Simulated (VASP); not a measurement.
A run of VASP 6.6.1 is set up as follows.

File INCAR:

```
PREC = Accurate
ENCUT = 520
EDIFF = 1E-8
ISMEAR = -1
SIGMA = 0.05
LREAL = F
LASPH = T
NELM = 80
ALGO = Normal
ISIF = 2
LWAVE = F
LCHARG = F
LEFG = T
ISYM = 0
NBANDS = 12
```

KPOINTS

```
Automatic mesh
0
Gamma
  12 12 14
```

The input POSCAR:

```
In
1.0
   -1.5932363393      1.5932363393      2.4238766667
    1.5932363393     -1.5932363393      2.4238766667
    1.5932363393      1.5932363393     -2.4238766667
In
1
Direct
    0.0000000000      0.0000000000      0.0000000000
```

Potentials or basis: VASP PAW LDA potentials, release 64 (In_d).

The run is started by

```console
$ cat potpaw_LDA.64/In_d/POTCAR > POTCAR
$ mpirun -np 1 vasp_std > vasp.out
```

Q: Predict the pressure.

A: 0.1 GPa.

Q: What does it give for the band gap on the k mesh?

A: Zero (an odd number of electrons rules out a gap without spin polarisation).

Stress tensor (GPa, compression positive):
```
-0.10 -0.32  0.21
-0.32 -0.10  0.21
 0.21  0.21  0.45
```

Caveat: without QUAD_EFG the Cq values of the log hold for a quadrupole moment of 1 mb, not for the nuclei; spin-orbit coupling is left out, which moves the levels of the heavy elements.
